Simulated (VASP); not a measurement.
# BP (F-43m) in VASP: notebook

BP is run at these levels: PBEsol, PBE; tasks: single point.

Everything below comes from runs of VASP 6.6.1. Logs are shortened: lines on timing, memory, paths and dates and some standing lists are left out, and cuts for length are marked.

## (1) The cell of the first run

The structure is cubic, space group F-43m (No. 216). Conventional cell: a = 4.598 Å, b = 4.598 Å, c = 4.598 Å, α = 90.00°, β = 90.00°, γ = 90.00°. Within 2.6 Å of P (site symmetry -43m) lie 4 B at 1.99 Å. Within 2.6 Å of B (site symmetry -43m) lie 4 P at 1.99 Å.

## (2) Single point, PBEsol

The input, INCAR:

```
PREC = Accurate ; ENCUT = 520
EDIFF = 1E-6 ; ISMEAR = -1
SIGMA = 0.05 ; LREAL = F
LASPH = T ; NELM = 100
ALGO = Normal ; ISIF = 2
LWAVE = F ; LCHARG = F
GGA = PS ; NBANDS = 11
```

The input, KPOINTS:

```
Automatic mesh
0
Gamma
  10 10 10
```

The input, POSCAR:

```
BP
1.0
    0.0000000000      2.2988586873      2.2988586873
    2.2988586873      0.0000000000      2.2988586873
    2.2988586873      2.2988586873      0.0000000000
P B
1 1
Direct
    0.7500000000      0.7500000000      0.7500000000
    0.0000000000      0.0000000000      0.0000000000
```

Potentials or basis: VASP PAW PBE potentials, release 64 (P, B).

Run with:

```console
$ cat potpaw_PBE.64/P/POTCAR potpaw_PBE.64/B/POTCAR > POTCAR
$ mpirun -np 1 vasp_std > vasp.out
```

OUTCAR:

```text
PREC = Accurate
   ENCUT = 520
   EDIFF = 1E-6
   ISMEAR = -1
   LREAL = F
   LASPH = T
   NELM = 100
   ISIF = 2
   GGA = PS

 ion  position               nearest neighbor table
   1  0.750  0.750  0.750-   2 1.99   2 1.99   2 1.99   2 1.99
   2  0.000  0.000  0.000-   1 1.99   1 1.99   1 1.99   1 1.99

  LATTYP: Found a face centered cubic cell.
 ALAT       =     4.5977173746

  Lattice vectors:

 A1 = (   0.0000000000,   2.2988586873,   2.2988586873)
 A2 = (   2.2988586873,   0.0000000000,   2.2988586873)
 A3 = (   2.2988586873,   2.2988586873,   0.0000000000)

Analysis of symmetry for initial positions (statically):
=====================================================================
 Subroutine PRICEL returns:
 Original cell was already a primitive cell.

 Routine SETGRP: Setting up the symmetry group for a
 face centered cubic supercell.

 Subroutine GETGRP returns: Found 24 space group operations
 (whereof 24 operations were pure point group operations)
 out of a pool of 48 trial point group operations.

The static configuration has the point symmetry T_d .

Analysis of symmetry for dynamics (positions and initial velocities):
=====================================================================
 Subroutine PRICEL returns:
 Original cell was already a primitive cell.

 Routine SETGRP: Setting up the symmetry group for a
 face centered cubic supercell.

 Subroutine GETGRP returns: Found 24 space group operations
 (whereof 24 operations were pure point group operations)
 out of a pool of 48 trial point group operations.

The dynamic configuration has the point symmetry T_d .

 Subroutine INISYM returns: Found 24 space group operations
 (whereof 24 operations are pure point group operations),
 and found     1 'primitive' translations

----------------------------------------------------------------------------------------

                                     Primitive cell

  volume of cell :      24.2978

  direct lattice vectors                    reciprocal lattice vectors
     0.000000000  2.298858687  2.298858687    -0.217499232  0.217499232  0.217499232
     2.298858687  0.000000000  2.298858687     0.217499232 -0.217499232  0.217499232
     2.298858687  2.298858687  0.000000000     0.217499232  0.217499232 -0.217499232

  length of vectors
     3.251077134  3.251077134  3.251077134     0.376719721  0.376719721  0.376719721

  position of ions in fractional coordinates (direct lattice)
     0.750000000  0.750000000  0.750000000
     0.000000000  0.000000000  0.000000000

  ion indices of the primitive-cell ions
   primitive index   ion index
                 1           1
                 2           2

----------------------------------------------------------------------------------------

 KPOINTS: Automatic mesh

Automatic generation of k-mesh.
 Grid dimensions read from file:
 generate k-points for:   10   10   10

 Generating k-lattice:

  Cartesian coordinates                     Fractional coordinates (reciprocal lattice)
    -0.021749923  0.021749923  0.021749923     0.100000000  0.000000000  0.000000000
     0.021749923 -0.021749923  0.021749923     0.000000000  0.100000000  0.000000000
     0.021749923  0.021749923 -0.021749923     0.000000000  0.000000000  0.100000000

  Length of vectors
     0.037671972  0.037671972  0.037671972

  Shift w.r.t. Gamma in fractional coordinates (k-lattice)
     0.000000000  0.000000000  0.000000000

 Subroutine IBZKPT returns following result:
 ===========================================

 Found     47 irreducible k-points:

 Following reciprocal coordinates:
            Coordinates               Weight
  0.000000  0.000000  0.000000      1.000000
  0.100000  0.000000  0.000000      8.000000
  0.200000  0.000000  0.000000      8.000000
  0.300000  0.000000  0.000000      8.000000
  0.400000  0.000000  0.000000      8.000000
  0.500000  0.000000  0.000000      4.000000
[... 16 lines left out ...]
  0.300000  0.300000  0.000000      6.000000
  0.400000  0.300000  0.000000     24.000000
 [... further k-points ...]
   k-points           NKPTS =     47   k-points in BZ     NKDIM =     47   number of bands    NBANDS=     11
   number of dos      NEDOS =    301   number of ions     NIONS =      2
   total plane-waves  NPLWV =  13824
   dimension x,y,z NGX =    24 NGY =   24 NGZ =   24
   dimension x,y,z NGXF=    48 NGYF=   48 NGZF=   48
   ions per type =               1   1
   NGX,Y,Z   is equivalent  to a cutoff of  12.27, 12.27, 12.27 a.u.
   NGXF,Y,Z  is equivalent  to a cutoff of  24.55, 24.55, 24.55 a.u.
 SYSTEM =  unknown system
   PREC   = accura    normal or accurate (medium, high low for compatibility)
   ISTART =      0    job   : 0-new  1-cont  2-samecut
   ICHARG =      2    charge: 1-file 2-atom 10-const
   ISPIN  =      1    spin polarized calculation?
   LNONCOLLINEAR =      F non collinear calculations
   LSORBIT =      F    spin-orbit coupling
   LASPH  =      T    aspherical Exc in radial PAW
   ENCUT  =  520.0 eV  38.22 Ry    6.18 a.u.   6.04  6.04  6.04*2*pi/ulx,y,z
   NELM   =    100;   NELMIN=  2; NELMDL= -5     # of ELM steps
   EDIFF  = 0.1E-05   stopping-criterion for ELM
   LREAL  =      F    real-space projection
   EDIFFG = 0.1E-04   stopping-criterion for IOM
   NSW    =      0    number of steps for IOM
   IBRION =     -1    ionic relax: 0-MD 1-quasi-New 2-CG
   NFREE  =      0    steps in history (QN), initial steepest desc. (CG)
   ISIF   =      2    stress and relaxation
   ISYM   =      2    0-nonsym 1-usesym 2-fastsym
   POTIM  = 0.5000    time-step for ionic-motion
   TEBEG  =    0.0;   TEEND  =   0.0 temperature during run
   PSTRESS=    0.0 pullay stress
   NELECT =       8.0000    total number of electrons
   NUPDOWN=      -1.0000    fix difference up-down
   EMIN   =  10.00;   EMAX   =-10.00  energy-range for DOS
[... 5 lines left out ...]
     AMIX     =   0.40;   BMIX     =  1.00
     AMIX_MAG =   1.60;   BMIX_MAG =  1.00
  volume/ion in A,a.u.               =      12.15        81.98
  Fermi-wavevector in a.u.,A,eV,Ry     =   1.130444  2.136230 17.386948  1.277905
  Thomas-Fermi vector in A             =   2.267141
   LORBIT       =      0    0 simple, 1 ext, 2 COOP (PROOUT), +10 PAW based schemes
   GGA     = PS    functional components
   LHFCALC =     F    Hartree Fock is set to
   AEXX    =    0.0000 exact exchange contribution
   IVDW    =     0    specifies the selected vdW correction
   LEPSILON=     F    determine dielectric tensor
   LRPA    =     F    only Hartree local field effects (RPA)
 non-spin polarized calculation
  energy-cutoff  :      520.00
  volume of cell :       24.30
 maximum number of plane-waves:       666
   NGX = 13   NGY = 13   NGZ = 13

 number of electron       7.9999999 magnetization

 Free energy of the ion-electron system (eV)
  ---------------------------------------------------
  ext. energy  EPLUGINS =         0.00000000
  ---------------------------------------------------
  free energy    TOTEN  =       -13.64411637 eV

  energy without entropy =      -13.64411628  energy(sigma->0) =      -13.64411632

 E-fermi :   7.5205     XC(G=0): -10.8813

 val. band max:        6.9476795461   @ k =   0.0000   0.0000   0.0000
 cond. band min:       8.1288185013   @ k =   0.4000   0.4000   0.0000
 fundamental gap:      1.1811389553
 Fermi energy:         7.5204514496

 k-point     1 :       0.0000    0.0000    0.0000
  band No.  band energies     occupation
      1      -8.2042      2.00000
      2       6.9477      1.99998
      3       6.9477      1.99998
      4       6.9477      1.99998
      5      10.2497      0.00000
      6      10.2497      0.00000
      7      10.2497      0.00000
      8      13.7049      0.00000
      9      17.9292      0.00000
     10      18.9568      0.00000
     11      18.9568      0.00000

 k-point     2 :       0.1000    0.0000    0.0000
  band No.  band energies     occupation
      1      -8.0292      2.00000
      2       5.6608      2.00000
      3       6.6596      2.00000
      4       6.6596      2.00000
      5      10.6440      0.00000
      6      10.6472      0.00000
      7      10.6472      0.00000
      8      14.2653      0.00000
      9      18.2622      0.00000
     10      18.2622      0.00000
     11      18.4872      0.00000

 k-point     3 :       0.2000    0.0000    0.0000
  band No.  band energies     occupation
      1      -7.5113      2.00000
      2       3.3630      2.00000
      3       6.1133      2.00000
      4       6.1133      2.00000
      5      10.7656      0.00000
      6      11.3522      0.00000
      7      11.3522      0.00000
      8      15.5225      0.00000
      9      17.6553      0.00000
     10      17.6553      0.00000
     11      19.3534      0.00000

 k-point     4 :       0.3000    0.0000    0.0000
  band No.  band energies     occupation
      1      -6.6810      2.00000
      2       1.0593      2.00000
      3       5.6352      2.00000
      4       5.6352      2.00000
      5      10.6308      0.00000
      6      11.6897      0.00000
      7      11.6897      0.00000
      8      16.5299      0.00000
      9      18.1931      0.00000
     10      18.1931      0.00000
     11      19.5896      0.00000

 k-point     5 :       0.4000    0.0000    0.0000
  band No.  band energies     occupation
      1      -5.6529      2.00000
      2      -0.9022      2.00000
      3       5.3319      2.00000
      4       5.3319      2.00000
      5      10.4984      0.00000
      6      11.6391      0.00000
      7      11.6391      0.00000
      8      16.7712      0.00000
      9      19.8198      0.00000
     10      19.8198      0.00000
     11      20.4573      0.00000

 k-point     6 :       0.5000    0.0000    0.0000
  band No.  band energies     occupation
      1      -5.0019      2.00000
      2      -1.8708      2.00000
      3       5.2295      2.00000
      4       5.2295      2.00000
      5      10.4489      0.00000
      6      11.5716      0.00000
      7      11.5716      0.00000
      8      16.7434      0.00000
      9      21.2044      0.00000
     10      21.2855      0.00000
     11      21.2855      0.00000

 k-point     7 :       0.1000    0.1000    0.0000
  band No.  band energies     occupation
      1      -7.9707      2.00000
      2       6.1271      2.00000
      3       6.1271      2.00000
      4       6.1430      2.00000
      5       9.8215      0.00000
      6      11.3263      0.00000
      7      11.3263      0.00000
      8      14.1538      0.00000
      9      17.3368      0.00000
     10      18.6965      0.00000
     11      19.2106      0.00000

 k-point     8 :       0.2000    0.1000    0.0000
  band No.  band energies     occupation
      1      -7.5665      2.00000
      2       4.1485      2.00000
      3       5.5139      2.00000
      4       5.9457      2.00000
      5       9.9797      0.00000
      6      11.8779      0.00000
      7      12.2051      0.00000
      8      14.2989      0.00000
      9      17.2317      0.00000
     10      19.0105      0.00000
     11      19.6905      0.00000
[... 141 lines left out ...]
 k-point    19 :       0.5000    0.2000    0.0000
  band No.  band energies     occupation
      1      -4.7686      2.00000
      2      -0.9572      2.00000
      3       2.9300      2.00000
      4       4.1931      2.00000
      5       9.8292      0.00000
      6      13.7182      0.00000
      7      13.8732      0.00000
      8      14.7349      0.00000
      9      19.3579      0.00000
     10      21.3553      0.00000
     11      23.0795      0.00000

 k-point    20 :      -0.4000    0.2000    0.0000
  band No.  band energies     occupation
      1      -4.5509      2.00000
      2      -1.2519      2.00000
      3       2.5019      2.00000
      4       4.5224      2.00000
      5      10.1662      0.00000
      6      13.4342      0.00000
      7      13.6483      0.00000
      8      16.7739      0.00000
      9      18.0869      0.00000
     10      19.1245      0.00000
     11      23.1874      0.00000

 k-point    21 :      -0.3000    0.2000    0.0000
  band No.  band energies     occupation
      1      -5.4345      2.00000
      2       0.0985      2.00000
      3       2.3920      2.00000
      4       5.0744      2.00000
      5      10.7093      0.00000
      6      12.9261      0.00000
      7      13.5997      0.00000
      8      15.9189      0.00000
      9      17.1772      0.00000
     10      19.2435      0.00000
     11      23.3731      0.00000

 k-point    22 :      -0.2000    0.2000    0.0000
  band No.  band energies     occupation
      1      -6.3984      2.00000
      2       1.7732      2.00000
      3       2.8804      2.00000
      4       5.7305      2.00000
      5      11.2606      0.00000
      6      12.1219      0.00000
      7      13.1104      0.00000
      8      14.9261      0.00000
      9      16.3352      0.00000
     10      20.1537      0.00000
     11      22.1394      0.00000

 k-point    23 :       0.3000    0.3000    0.0000
  band No.  band energies     occupation
      1      -6.1529      2.00000
      2       2.1548      2.00000
      3       3.8135      2.00000
      4       3.8135      2.00000
      5       8.4031      0.00000
      6      10.7373      0.00000
      7      15.5437      0.00000
      8      15.5437      0.00000
      9      19.4548      0.00000
     10      21.1567      0.00000
     11      22.8000      0.00000

 k-point    24 :       0.4000    0.3000    0.0000
  band No.  band energies     occupation
      1      -5.3558      2.00000
      2       0.8679      2.00000
      3       3.0038      2.00000
      4       3.5264      2.00000
      5       8.6875      0.00000
      6      10.4526      0.00000
      7      16.1109      0.00000
      8      16.1588      0.00000
      9      20.4289      0.00000
     10      21.9870      0.00000
     11      23.3124      0.00000

 [... further k-points ...]
[... 5 lines left out ...]
  --------------------------------------------------------------------------------------
  -------------------------------------------------------------------------------------
  Total       -1.1761221     -1.1761221     -1.1761221      0.0000000      0.0000000     -0.0000000
  in kB      -77.5525633    -77.5525633    -77.5525633      0.0000000      0.0000000     -0.0000000
  external PRESSURE =     -77.5525633 kB  Pullay stress =       0.0000000 kB

 VOLUME and BASIS-vectors are now :
 -----------------------------------------------------------------------------
  energy-cutoff  :      520.00
  volume of cell :       24.30
      direct lattice vectors                 reciprocal lattice vectors
     0.000000000  2.298858687  2.298858687    -0.217499232  0.217499232  0.217499232
     2.298858687  0.000000000  2.298858687     0.217499232 -0.217499232  0.217499232
     2.298858687  2.298858687  0.000000000     0.217499232  0.217499232 -0.217499232

 POSITION                                       TOTAL-FORCE (eV/Angst)
 -----------------------------------------------------------------------------------
      3.44829      3.44829      3.44829        -0.000000     -0.000000     -0.000000
      0.00000      0.00000      0.00000         0.000000      0.000000      0.000000
 -----------------------------------------------------------------------------------
    total drift:                               -0.000000     -0.000000     -0.000000

  FREE ENERGIE OF THE ION-ELECTRON SYSTEM (eV)
  ---------------------------------------------------
  free  energy   TOTEN  =       -13.6441163669 eV

  energy  without entropy=      -13.6441162814  energy(sigma->0) =      -13.64411632
```

Run time: 4.6 s. Hardware: 1 thread of Intel Xeon Platinum 8488C (Sapphire Rapids), shared host; peak memory 0.13 GiB.

What came out:

```
Free energy            : -13.6441 eV
Pressure               : -7.8 GPa
Band gap on the k mesh : 1.18 eV, indirect (least direct gap 3.30 eV)
```

Caveat: the PAW data sets were made with another functional, which shifts forces and pressure a little. A k mesh can miss the band edges.

## (3) Single point, PBEsol

This run uses another cell than the first one, of 12.38 Å³/atom, 1.019 times its volume.

The input, INCAR:

```
SYSTEM = BP
PREC     = Accurate       ! precision mode
ENCUT    = 520            ! plane-wave cutoff, eV
EDIFF    = 1E-6           ! SCF threshold, eV
ISMEAR   = -1             ! smearing method
SIGMA    = 0.05           ! smearing width, eV
LREAL    = .FALSE.        ! projectors in reciprocal space
LASPH    = .TRUE.         ! aspherical terms in the spheres
NELM     = 80             ! most SCF steps
ALGO     = Normal         ! electronic algorithm
ISIF     = 2              ! what is computed and relaxed
LWAVE    = .FALSE.        ! write WAVECAR
LCHARG   = .FALSE.        ! write CHGCAR
GGA      = PS             ! functional
NBANDS   = 11             ! bands
```

The input, KPOINTS:

```
Automatic mesh
0
G
  10 10 10
  0 0 0
```

The input, POSCAR:

```
BP
1.0
    0.0000000000      2.3135014941      2.3135014941
    2.3135014941      0.0000000000      2.3135014941
    2.3135014941      2.3135014941      0.0000000000
P B
1 1
Direct
    0.7500000000      0.7500000000      0.7500000000
    0.0000000000      0.0000000000      0.0000000000
```

Potentials or basis: VASP PAW PBE potentials, release 64 (P, B).

Run with:

```console
$ cat potpaw_PBE.64/P/POTCAR potpaw_PBE.64/B/POTCAR > POTCAR
$ mpirun -np 1 vasp_std > vasp.out
```

It took 4.7 s on 1 thread of Intel Xeon Platinum 8488C (Sapphire Rapids), shared host; peak memory 0.13 GiB.

It converged, with:

* Free energy: -13.6179 eV
* Pressure: -10.3 GPa
* Band gap on the k mesh: 1.20 eV, indirect (least direct gap 3.28 eV)

Levels at points of the mesh, in eV from the valence-band top:
| k point | band 1 | band 2 | band 3 | band 4 | band 5 | band 6 | band 7 | band 8 | band 9 |
| --- | --- | --- | --- | --- | --- | --- | --- | --- | --- |
| (0.00, 0.00, 0.00) | -14.99 | 0.00 | 0.00 | 0.00 | 3.28 | 3.28 | 3.28 | 6.48 | 10.86 |
| (0.50, 0.00, 0.00) | -11.85 | -8.69 | -1.69 | -1.69 | 3.39 | 4.61 | 4.61 | 9.73 | 14.08 |
| (0.50, 0.50, 0.00) | -10.41 | -8.30 | -3.94 | -3.94 | 1.33 | 1.57 | 11.56 | 11.56 | 14.45 |

Caveat: the PAW data sets were made with another functional, which shifts forces and pressure a little.

[end of part 1 of 2]
